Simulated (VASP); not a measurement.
# Ni (Fm-3m) in VASP: notebook, part 2 of 2

VASP 6.6.1. Earlier steps stand in the parts before.

### 5 Single point, PBEsol, collinear spin, ferromagnetic start (9.14 Å³/atom)

This run uses another cell than the first one, of 9.14 Å³/atom.

Input file INCAR:

```
  PREC = Accurate
  ENCUT = 520
  EDIFF = 1E-6
  ISMEAR = 0
  SIGMA = 0.1
  LREAL = False
  LASPH = True
  NELM = 150
  ALGO = Normal
  ISIF = 2
  LWAVE = False
  LCHARG = False
  ISPIN = 2
  MAGMOM = 0.73
  LORBIT = 11
  LMAXMIX = 4
  GGA = PS
  NBANDS = 15
```

Input file KPOINTS:

```
regular mesh
0
Gamma
  20 20 20
```

Input file POSCAR:

```
Ni
1.0
    0.0000000000      1.6593384027      1.6593384027
    1.6593384027      0.0000000000      1.6593384027
    1.6593384027      1.6593384027      0.0000000000
Ni
1
Direct
    0.0000000000      0.0000000000      0.0000000000
```

Potentials or basis: VASP PAW PBE potentials, release 64 (Ni).

Started as:

```
$ cat potpaw_PBE.64/Ni/POTCAR > POTCAR
$ mpirun -np 1 vasp_std > vasp.out
```

OUTCAR:

```text
PREC = Accurate
   ENCUT = 520
   EDIFF = 1E-6
   ISMEAR = 0
   LREAL = False
   LASPH = True
   NELM = 150
   ISIF = 2
   ISPIN = 2
   LORBIT = 11
   GGA = PS

 ion  position               nearest neighbor table
   1  0.000  0.000  0.000-

  LATTYP: Found a face centered cubic cell.
 ALAT       =     3.3186768054

  Lattice vectors:

 A1 = (   0.0000000000,   1.6593384027,   1.6593384027)
[... 1073 lines left out ...]
  --------------------------------------------------------------------------------------
  -------------------------------------------------------------------------------------
  Total        2.2590835      2.2590835      2.2590835      0.0000000      0.0000000      0.0000000
  in kB      396.1028571    396.1028571    396.1028571      0.0000000      0.0000000      0.0000000
  external PRESSURE =     396.1028571 kB  Pullay stress =       0.0000000 kB

 VOLUME and BASIS-vectors are now :
 -----------------------------------------------------------------------------
  energy-cutoff  :      520.00
  volume of cell :        9.14
      direct lattice vectors                 reciprocal lattice vectors
     0.000000000  1.659338403  1.659338403    -0.301324913  0.301324913  0.301324913
     1.659338403  0.000000000  1.659338403     0.301324913 -0.301324913  0.301324913
     1.659338403  1.659338403  0.000000000     0.301324913  0.301324913 -0.301324913

 POSITION                                       TOTAL-FORCE (eV/Angst)
 -----------------------------------------------------------------------------------
      0.00000      0.00000      0.00000        -0.000000      0.000000      0.000000
 -----------------------------------------------------------------------------------
    total drift:                                0.000000     -0.000000      0.000000

  FREE ENERGIE OF THE ION-ELECTRON SYSTEM (eV)
  ---------------------------------------------------
  free  energy   TOTEN  =        -6.0041217877 eV

  energy  without entropy=       -5.9967630753  energy(sigma->0) =       -6.00044243

 total charge

# of ion       s       p       d       tot
------------------------------------------
    1        0.585   0.683   8.420   9.688

 magnetization (x)

# of ion       s       p       d       tot
------------------------------------------
    1       -0.006  -0.025   0.627   0.596
```

Run time: 1.7 min. Hardware: 1 thread of AMD EPYC 7R43 (Zen 3), shared host; peak memory 0.13 GiB.

What came out:

```yaml
Free_energy: -6.0041 eV
Pressure: 39.6 GPa
Net_moment: 0.60 μB per cell
Site_moments: Ni +0.60 μB
Valence_electrons_inside_the_program's_atomic_spheres: Ni 9.69
```

Levels at points of the mesh, in eV from the Fermi level:
Spin up:
| k point | band 1 | band 2 | band 3 | band 4 | band 5 | band 6 | band 7 | band 8 | band 9 | band 10 |
| --- | --- | --- | --- | --- | --- | --- | --- | --- | --- | --- |
| (0.00, 0.00, 0.00) | -10.35 | -2.92 | -2.92 | -2.92 | -1.43 | -1.43 | 25.15 | 30.39 | 30.39 | 30.39 |
| (0.50, 0.00, 0.00) | -5.92 | -2.94 | -2.94 | -0.68 | -0.54 | -0.54 | 7.02 | 23.56 | 27.79 | 27.79 |
| (0.50, 0.50, 0.00) | -5.85 | -5.24 | -0.50 | -0.34 | -0.34 | 2.52 | 10.86 | 16.47 | 16.47 | 22.05 |
Spin down:
```tsv
k point	band 1	band 2	band 3	band 4	band 5	band 6	band 7	band 8	band 9	band 10
(0.00, 0.00, 0.00)	-10.34	-2.23	-2.23	-2.23	-0.83	-0.83	25.07	30.39	30.39	30.39
(0.50, 0.00, 0.00)	-5.51	-2.35	-2.35	-0.68	0.19	0.19	7.44	23.48	27.89	27.89
(0.50, 0.50, 0.00)	-5.51	-4.68	0.12	0.46	0.46	2.53	11.15	16.51	16.51	22.27
```

Caveat: the cell stands under pressure; the PAW data sets were made with another functional, which shifts forces and pressure a little.

### 6 Single point, PBEsol, collinear spin, ferromagnetic start (9.45 Å³/atom)

This run uses another cell than the first one, of 9.45 Å³/atom.

Input file INCAR:

```
SYSTEM = Ni
PREC     = Accurate       ! precision mode
ENCUT    = 520            ! plane-wave cutoff, eV
EDIFF    = 1E-7           ! SCF threshold, eV
ISMEAR   = 0              ! smearing method
SIGMA    = 0.1            ! smearing width, eV
LREAL    = .False.        ! projectors in reciprocal space
LASPH    = .True.         ! aspherical terms in the spheres
NELM     = 150            ! most SCF steps
ALGO     = Normal         ! electronic algorithm
ISIF     = 2              ! what is computed and relaxed
LWAVE    = .False.        ! write WAVECAR
LCHARG   = .False.        ! write CHGCAR
ISPIN    = 2              ! spin polarisation
MAGMOM   = 0.73           ! initial moments
LORBIT   = 11             ! projections on sites
LMAXMIX  = 4              ! l up to which the mixer works
GGA      = PS             ! functional
NBANDS   = 15             ! bands
```

Input file KPOINTS:

```
Automatic mesh
0
Gamma
  20 20 20
  0 0 0
```

Input file POSCAR:

```
Ni
1.0
    0.0000000000      1.6779842150      1.6779842150
    1.6779842150      0.0000000000      1.6779842150
    1.6779842150      1.6779842150      0.0000000000
Ni
1
Direct
    0.0000000000      0.0000000000      0.0000000000
```

Potentials or basis: VASP PAW PBE potentials, release 64 (Ni).

Started as:

```
$ cat potpaw_PBE.64/Ni/POTCAR > POTCAR
$ mpirun -np 1 vasp_std > vasp.out
```

It took 93 s on 1 thread of AMD EPYC 7R43 (Zen 3), shared host; peak memory 0.12 GiB.

The run converged. Its results:

* Free energy: -6.0685 eV
* Pressure: 26.9 GPa
* Net moment: 0.61 μB per cell
* Site moments: Ni +0.61 μB
* Valence electrons inside the program's atomic spheres: Ni 9.61

Levels at points of the mesh, in eV from the Fermi level:
Spin up:
```csv
k point,band 1,band 2,band 3,band 4,band 5,band 6,band 7,band 8,band 9,band 10
"(0.00, 0.00, 0.00)",-10.09,-2.82,-2.82,-2.82,-1.39,-1.39,24.88,29.84,29.84,29.84
"(0.50, 0.00, 0.00)",-5.69,-2.83,-2.83,-0.61,-0.55,-0.55,6.73,23.30,27.16,27.16
"(0.50, 0.50, 0.00)",-5.60,-5.02,-0.51,-0.37,-0.37,2.49,10.52,16.13,16.13,21.57
```
Spin down:
```tsv
k point	band 1	band 2	band 3	band 4	band 5	band 6	band 7	band 8	band 9	band 10
(0.00, 0.00, 0.00)	-10.09	-2.12	-2.12	-2.12	-0.79	-0.79	24.79	29.84	29.84	29.84
(0.50, 0.00, 0.00)	-5.29	-2.23	-2.23	-0.63	0.18	0.18	7.15	23.21	27.26	27.26
(0.50, 0.50, 0.00)	-5.25	-4.45	0.12	0.44	0.44	2.50	10.80	16.17	16.17	21.79
```

Caveat: the cell stands under pressure; the PAW data sets were made with another functional, which shifts forces and pressure a little.

### 7 Single point, PBEsol, collinear spin, ferromagnetic start (11.42 Å³/atom)

This run uses another cell than the first one, of 11.42 Å³/atom.

Input file INCAR:

```
PREC = Accurate
ENCUT = 520
EDIFF = 1E-6
ISMEAR = 0
SIGMA = 0.1
LREAL = False
LASPH = True
NELM = 150
ALGO = Normal
ISIF = 2
LWAVE = False
LCHARG = False
ISPIN = 2
MAGMOM = 0.73
LORBIT = 11
LMAXMIX = 4
GGA = PS
NBANDS = 15
```

Input file KPOINTS:

```
regular mesh
0
Gamma
  20 20 20
```

Input file POSCAR:

```
Ni
1.0
    0.0000000000      1.7874681086      1.7874681086
    1.7874681086      0.0000000000      1.7874681086
    1.7874681086      1.7874681086      0.0000000000
Ni
1
Direct
    0.0000000000      0.0000000000      0.0000000000
```

Started as:

```
$ cat potpaw_PBE.64/Ni/POTCAR > POTCAR
$ mpirun -np 1 vasp_std > vasp.out
```

Run time: 1.8 min. Hardware: 1 thread of AMD EPYC 7R43 (Zen 3), shared host; peak memory 0.14 GiB.

Results (log left out):

| Property | Result |
| --- | --- |
| Free energy | -6.0785 eV |
| Pressure | -17.3 GPa |
| Net moment | 0.64 μB per cell |
| Site moments | Ni +0.65 μB |
| Valence electrons inside the program's atomic spheres | Ni 9.23 |

Levels at points of the mesh, in eV from the Fermi level:
Spin up:
```csv
k point,band 3,band 4,band 5,band 6,band 7,band 8
"(0.00, 0.00, 0.00)",-2.32,-2.32,-1.22,-1.22,23.28,26.74
"(0.50, 0.00, 0.00)",-2.30,-0.61,-0.61,-0.25,5.30,21.80
"(0.50, 0.50, 0.00)",-0.56,-0.49,-0.49,2.37,8.76,14.32
```
Spin down:
| k point | band 2 | band 3 | band 4 | band 5 | band 6 | band 7 | band 8 | band 9 |
| --- | --- | --- | --- | --- | --- | --- | --- | --- |
| (0.00, 0.00, 0.00) | -1.58 | -1.58 | -1.58 | -0.60 | -0.60 | 23.16 | 26.74 | 26.74 |
| (0.50, 0.00, 0.00) | -1.67 | -1.67 | -0.29 | 0.15 | 0.15 | 5.72 | 21.68 | 23.86 |
| (0.50, 0.50, 0.00) | -3.35 | 0.08 | 0.35 | 0.35 | 2.35 | 9.02 | 14.34 | 14.34 |

Caveat: the cell stands under tension; the PAW data sets were made with another functional, which shifts forces and pressure a little.

### 8 The runs side by side

```csv
task,level,cell,cutoff (eV),gap on the mesh (eV),pressure (GPa),moment (μB)
single point,PBEsol,"a = 2.449 Å, angles 60.0°, 1 atom",520,none,-0.1,0.62
single point,PBEsol+D4,"a = 2.449 Å, angles 60.0°, 1 atom",520,none,-3.9,0.62
relaxation of cell and atoms,PBEsol,"relaxed from a = 2.451 Å, angles 60.0°, 1 atom",600,none,0.0,0.62
single point,PBEsol,"a = 2.347 Å, angles 60.0°, 1 atom",520,none,39.6,0.60
single point,PBEsol,"a = 2.373 Å, angles 60.0°, 1 atom",520,none,26.9,0.61
single point,PBEsol,"a = 2.528 Å, angles 60.0°, 1 atom",520,none,-17.3,0.64
```

Alike in all rows: potentials or basis VASP PAW PBE potentials, release 64 (Ni); spin collinear, ferromagnetic start; k mesh 20 × 20 × 20; smearing gaussian 0.1 eV.

Caveats: the PAW data sets were made with another functional, which shifts forces and pressure a little; the cell stands under tension (at least some runs); the cell stands under pressure (at least some runs).

Absolute energies hang on the potentials; compare differences alone.
